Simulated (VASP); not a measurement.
# Si3Mo (Fm-3m) in VASP: a series of runs

Runs on Si3Mo. Level: PBE. Tasks: single point, relaxation of cell and atoms.

Everything below comes from runs of VASP 6.6.1. Logs are shortened: lines on timing, memory, paths and dates and some standing lists are left out, and cuts for length are marked.

### Step 1. The cell of the first run

It takes space group Fm-3m (No. 225, cubic). Conventional cell: a = 6.125 Å, b = 6.125 Å, c = 6.125 Å, α = 90.00°, β = 90.00°, γ = 90.00°. Si (site symmetry -43m) has 10 Si at 2.65 to 3.06 Å and 4 Mo at 2.65 Å within 3.5 Å. Si (site symmetry m-3m) has 8 Si at 2.65 Å and 6 Mo at 3.06 Å within 3.5 Å. Mo (site symmetry m-3m) has 14 Si at 2.65 to 3.06 Å within 3.5 Å.

### Step 2. Single point, PBE

INCAR reads:

```
SYSTEM = Si3Mo
PREC = Accurate
ENCUT = 520
EDIFF = 1E-7
ISMEAR = 0
SIGMA = 0.1
LREAL = .False.
LASPH = .True.
NELM = 80
ALGO = Normal
ISIF = 2
LWAVE = .False.
LCHARG = .False.
GGA = PE
NBANDS = 21
```

KPOINTS reads:

```
regular mesh
0
Gamma
  4 4 4
  0 0 0
```

POSCAR reads:

```
Si3Mo
1.0
    0.0000000000      3.0625651722      3.0625651722
    3.0625651722      0.0000000000      3.0625651722
    3.0625651722      3.0625651722      0.0000000000
Si Mo
3 1
Direct
    0.2500000000      0.2500000000      0.2500000000
    0.5000000000      0.5000000000      0.5000000000
    0.7500000000      0.7500000000      0.7500000000
    0.0000000000      0.0000000000      0.0000000000
```

Potentials or basis: VASP PAW PBE potentials, release 64 (Si, Mo_sv).

On the command line:

```
$ cat potpaw_PBE.64/Si/POTCAR potpaw_PBE.64/Mo_sv/POTCAR > POTCAR
$ mpirun -np 1 vasp_std > vasp.out
```

OUTCAR:

```text
SYSTEM = Si3Mo
   PREC = Accurate
   ENCUT = 520
   EDIFF = 1E-7
   ISMEAR = 0
   LREAL = .False.
   LASPH = .True.
   NELM = 80
   ISIF = 2
   GGA = PE

 ion  position               nearest neighbor table
   1  0.250  0.250  0.250-   2 2.65   4 2.65   4 2.65   4 2.65   4 2.65   2 2.65   2 2.65   2 2.65
                             3 3.06   3 3.06   3 3.06   3 3.06   3 3.06   3 3.06
   2  0.500  0.500  0.500-   1 2.65   3 2.65   1 2.65   1 2.65   1 2.65   3 2.65   3 2.65   3 2.65
                             4 3.06   4 3.06   4 3.06   4 3.06   4 3.06   4 3.06
   3  0.750  0.750  0.750-   2 2.65   4 2.65   2 2.65   2 2.65   2 2.65   4 2.65   4 2.65   4 2.65
                             1 3.06   1 3.06   1 3.06   1 3.06   1 3.06   1 3.06
   4  0.000  0.000  0.000-   1 2.65   3 2.65   3 2.65   3 2.65   3 2.65   1 2.65   1 2.65   1 2.65
                             2 3.06   2 3.06   2 3.06   2 3.06   2 3.06   2 3.06

  LATTYP: Found a face centered cubic cell.
 ALAT       =     6.1251303444

  Lattice vectors:

 A1 = (   0.0000000000,   3.0625651722,   3.0625651722)
 A2 = (   3.0625651722,   0.0000000000,   3.0625651722)
 A3 = (   3.0625651722,   3.0625651722,   0.0000000000)

Analysis of symmetry for initial positions (statically):
=====================================================================
 Subroutine PRICEL returns:
 Original cell was already a primitive cell.

 Routine SETGRP: Setting up the symmetry group for a
 face centered cubic supercell.

 Subroutine GETGRP returns: Found 48 space group operations
 (whereof 48 operations were pure point group operations)
 out of a pool of 48 trial point group operations.

The static configuration has the point symmetry O_h .

Analysis of symmetry for dynamics (positions and initial velocities):
=====================================================================
 Subroutine PRICEL returns:
 Original cell was already a primitive cell.

 Routine SETGRP: Setting up the symmetry group for a
 face centered cubic supercell.

 Subroutine GETGRP returns: Found 48 space group operations
 (whereof 48 operations were pure point group operations)
 out of a pool of 48 trial point group operations.

The dynamic configuration has the point symmetry O_h .

 Subroutine INISYM returns: Found 48 space group operations
 (whereof 48 operations are pure point group operations),
 and found     1 'primitive' translations

----------------------------------------------------------------------------------------

                                     Primitive cell

  volume of cell :      57.4495

  direct lattice vectors                    reciprocal lattice vectors
     0.000000000  3.062565172  3.062565172    -0.163261832  0.163261832  0.163261832
     3.062565172  0.000000000  3.062565172     0.163261832 -0.163261832  0.163261832
     3.062565172  3.062565172  0.000000000     0.163261832  0.163261832 -0.163261832

  length of vectors
     4.331121202  4.331121202  4.331121202     0.282777788  0.282777788  0.282777788

  position of ions in fractional coordinates (direct lattice)
     0.250000000  0.250000000  0.250000000
     0.500000000  0.500000000  0.500000000
     0.750000000  0.750000000  0.750000000
     0.000000000  0.000000000  0.000000000

  ion indices of the primitive-cell ions
   primitive index   ion index
                 1           1
                 2           2
                 3           3
                 4           4

----------------------------------------------------------------------------------------

 KPOINTS: regular mesh

Automatic generation of k-mesh.
 Grid dimensions read from file:
 generate k-points for:    4    4    4

 Generating k-lattice:

  Cartesian coordinates                     Fractional coordinates (reciprocal lattice)
    -0.040815458  0.040815458  0.040815458     0.250000000  0.000000000  0.000000000
     0.040815458 -0.040815458  0.040815458     0.000000000  0.250000000  0.000000000
     0.040815458  0.040815458 -0.040815458     0.000000000  0.000000000  0.250000000

  Length of vectors
     0.070694447  0.070694447  0.070694447

  Shift w.r.t. Gamma in fractional coordinates (k-lattice)
     0.000000000  0.000000000  0.000000000

 Subroutine IBZKPT returns following result:
 ===========================================

 Found      8 irreducible k-points:

 Following reciprocal coordinates:
            Coordinates               Weight
  0.000000  0.000000  0.000000      1.000000
  0.250000  0.000000  0.000000      8.000000
  0.500000  0.000000  0.000000      4.000000
  0.250000  0.250000  0.000000      6.000000
  0.500000  0.250000  0.000000     24.000000
 -0.250000  0.250000  0.000000     12.000000
  0.500000  0.500000  0.000000      3.000000
 -0.250000  0.500000  0.250000      6.000000
   k-points           NKPTS =      8   k-points in BZ     NKDIM =      8   number of bands    NBANDS=     21
   number of dos      NEDOS =    301   number of ions     NIONS =      4
   total plane-waves  NPLWV =  32768
   dimension x,y,z NGX =    32 NGY =   32 NGZ =   32
   dimension x,y,z NGXF=    64 NGYF=   64 NGZF=   64
   ions per type =               3   1
   NGX,Y,Z   is equivalent  to a cutoff of  12.28, 12.28, 12.28 a.u.
   NGXF,Y,Z  is equivalent  to a cutoff of  24.57, 24.57, 24.57 a.u.
 SYSTEM =  Si3Mo
   PREC   = accura    normal or accurate (medium, high low for compatibility)
   ISTART =      0    job   : 0-new  1-cont  2-samecut
   ICHARG =      2    charge: 1-file 2-atom 10-const
   ISPIN  =      1    spin polarized calculation?
   LNONCOLLINEAR =      F non collinear calculations
   LSORBIT =      F    spin-orbit coupling
   LASPH  =      T    aspherical Exc in radial PAW
   ENCUT  =  520.0 eV  38.22 Ry    6.18 a.u.   8.05  8.05  8.05*2*pi/ulx,y,z
   NELM   =     80;   NELMIN=  2; NELMDL= -5     # of ELM steps
   EDIFF  = 0.1E-06   stopping-criterion for ELM
   LREAL  =      F    real-space projection
   EDIFFG = 0.1E-05   stopping-criterion for IOM
   NSW    =      0    number of steps for IOM
   IBRION =     -1    ionic relax: 0-MD 1-quasi-New 2-CG
   NFREE  =      0    steps in history (QN), initial steepest desc. (CG)
   ISIF   =      2    stress and relaxation
   ISYM   =      2    0-nonsym 1-usesym 2-fastsym
   POTIM  = 0.5000    time-step for ionic-motion
   TEBEG  =    0.0;   TEEND  =   0.0 temperature during run
   PSTRESS=    0.0 pullay stress
   NELECT =      26.0000    total number of electrons
   NUPDOWN=      -1.0000    fix difference up-down
   EMIN   =  10.00;   EMAX   =-10.00  energy-range for DOS
   EFERMI =   0.00;   METHOD = LEGACY
   ISMEAR =     0;   SIGMA  =   0.10  broadening in eV -4-tet -1-fermi 0-gaus
   EFERMI_NEDOS =   21; number of points for ismear=-14 and -15
   IALGO  =     38    algorithm
   IMIX   =      4    mixing-type and parameters
     AMIX     =   0.40;   BMIX     =  1.00
     AMIX_MAG =   1.60;   BMIX_MAG =  1.00
  volume/ion in A,a.u.               =      14.36        96.92
  Fermi-wavevector in a.u.,A,eV,Ry     =   1.256909  2.375214 21.494770  1.579821
  Thomas-Fermi vector in A             =   2.390594
   LORBIT       =      0    0 simple, 1 ext, 2 COOP (PROOUT), +10 PAW based schemes
   GGA     = PE    functional components
   LHFCALC =     F    Hartree Fock is set to
   AEXX    =    0.0000 exact exchange contribution
   IVDW    =     0    specifies the selected vdW correction
   LEPSILON=     F    determine dielectric tensor
   LRPA    =     F    only Hartree local field effects (RPA)
 non-spin polarized calculation
 Gauss-broadening in eV      SIGMA  =   0.10
  energy-cutoff  :      520.00
  volume of cell :       57.45
 maximum number of plane-waves:      1572
   NGX = 17   NGY = 17   NGZ = 17

 number of electron      25.9999999 magnetization

 Free energy of the ion-electron system (eV)
  ---------------------------------------------------
  ext. energy  EPLUGINS =         0.00000000
  ---------------------------------------------------
  free energy    TOTEN  =       -25.42753889 eV

  energy without entropy =      -25.39781623  energy(sigma->0) =      -25.41267756

 E-fermi :  10.6936     XC(G=0): -11.8907

 val. band max:       10.5937643042   @ k =  -0.2500   0.2500   0.0000
 cond. band min:      10.7222570841   @ k =   0.2500   0.0000   0.0000
 fundamental gap:      0.1284927799
 Fermi energy:        10.6935968152

 k-point     1 :       0.0000    0.0000    0.0000
  band No.  band energies     occupation
      1     -49.6050      2.00000
      2     -23.7564      2.00000
      3     -23.7564      2.00000
      4     -23.7564      2.00000
      5      -2.3451      2.00000
      6       6.2645      2.00000
[... 13 lines left out ...]
     20      15.2828      0.00000
     21      15.2828      0.00000

 k-point     2 :       0.2500    0.0000    0.0000
  band No.  band energies     occupation
      1     -49.6047      2.00000
      2     -23.7678      2.00000
      3     -23.7580      2.00000
      4     -23.7580      2.00000
      5      -1.5892      2.00000
      6       3.5096      2.00000
[... 13 lines left out ...]
     20      16.1003      0.00000
     21      17.5686      0.00000

 k-point     3 :       0.5000    0.0000    0.0000
  band No.  band energies     occupation
      1     -49.6043      2.00000
      2     -23.7792      2.00000
      3     -23.7597      2.00000
      4     -23.7597      2.00000
      5       0.2167      2.00000
      6       0.8402      2.00000
[... 13 lines left out ...]
     20      16.9351      0.00000
     21      17.2771      0.00000

 k-point     4 :       0.2500    0.2500    0.0000
  band No.  band energies     occupation
      1     -49.6046      2.00000
      2     -23.7676      2.00000
      3     -23.7605      2.00000
      4     -23.7605      2.00000
      5      -1.3444      2.00000
      6       4.0867      2.00000
[... 13 lines left out ...]
     20      17.9775      0.00000
     21      18.5030      0.00000

 k-point     5 :       0.5000    0.2500    0.0000
  band No.  band energies     occupation
      1     -49.6042      2.00000
      2     -23.7754      2.00000
      3     -23.7655      2.00000
      4     -23.7622      2.00000
      5       0.2271      2.00000
      6       1.9648      2.00000
[... 13 lines left out ...]
     20      17.2763      0.00000
     21      17.8828      0.00000

 k-point     6 :      -0.2500    0.2500    0.0000
  band No.  band energies     occupation
      1     -49.6043      2.00000
      2     -23.7727      2.00000
      3     -23.7660      2.00000
      4     -23.7597      2.00000
      5      -0.4184      2.00000
      6       2.6915      2.00000
[... 13 lines left out ...]
     20      16.5164      0.00000
     21      18.1474      0.00000

 k-point     7 :       0.5000    0.5000    0.0000
  band No.  band energies     occupation
      1     -49.6041      2.00000
      2     -23.7784      2.00000
      3     -23.7647      2.00000
      4     -23.7647      2.00000
      5       1.1772      2.00000
      6       1.4025      2.00000
[... 13 lines left out ...]
     20      16.2936      0.00000
     21      16.3276      0.00000

 k-point     8 :      -0.2500    0.5000    0.2500
  band No.  band energies     occupation
      1     -49.6041      2.00000
      2     -23.7715      2.00000
      3     -23.7715      2.00000
      4     -23.7648      2.00000
      5       1.4835      2.00000
      6       2.0156      2.00000
[... 13 lines left out ...]
     20      17.1309      0.00000
     21      18.1528      0.00000

------------------------ aborting loop because EDIFF is reached ----------------------------------------

  FORCE on cell =-STRESS in cart. coord.  units (eV):
  Direction    XX          YY          ZZ          XY          YZ          ZX
  --------------------------------------------------------------------------------------
  -------------------------------------------------------------------------------------
  Total        0.0296044      0.0296044      0.0296044      0.0000000      0.0000000     -0.0000000
  in kB        0.8256207      0.8256207      0.8256207      0.0000000      0.0000000     -0.0000000
  external PRESSURE =       0.8256207 kB  Pullay stress =       0.0000000 kB

 VOLUME and BASIS-vectors are now :
 -----------------------------------------------------------------------------
  energy-cutoff  :      520.00
  volume of cell :       57.45
      direct lattice vectors                 reciprocal lattice vectors
     0.000000000  3.062565172  3.062565172    -0.163261832  0.163261832  0.163261832
     3.062565172  0.000000000  3.062565172     0.163261832 -0.163261832  0.163261832
     3.062565172  3.062565172  0.000000000     0.163261832  0.163261832 -0.163261832

 POSITION                                       TOTAL-FORCE (eV/Angst)
 -----------------------------------------------------------------------------------
      1.53128      1.53128      1.53128        -0.000000     -0.000000     -0.000000
      3.06257      3.06257      3.06257         0.000000      0.000000      0.000000
      4.59385      4.59385      4.59385         0.000000      0.000000      0.000000
      0.00000      0.00000      0.00000         0.000000      0.000000      0.000000
 -----------------------------------------------------------------------------------
    total drift:                                0.000000     -0.000000      0.000000

  FREE ENERGIE OF THE ION-ELECTRON SYSTEM (eV)
  ---------------------------------------------------
  free  energy   TOTEN  =       -25.4275388941 eV

  energy  without entropy=      -25.3978162319  energy(sigma->0) =      -25.41267756
```

It took 5.5 s on 1 thread of AMD EPYC 9R45 (Zen 5), shared host; peak memory 0.14 GiB.

What came out:

| Quantity | Value |
| --- | --- |
| Free energy | -25.4275 eV |
| Pressure | 0.1 GPa |
| Band gap on the k mesh | zero (band 13 reaches 11.11 eV, above the bottom of band 14 at 9.23 eV) |

Caveat: the k points lie up to 0.44 Å⁻¹ apart.

(Part 1 of 2 ends here.)
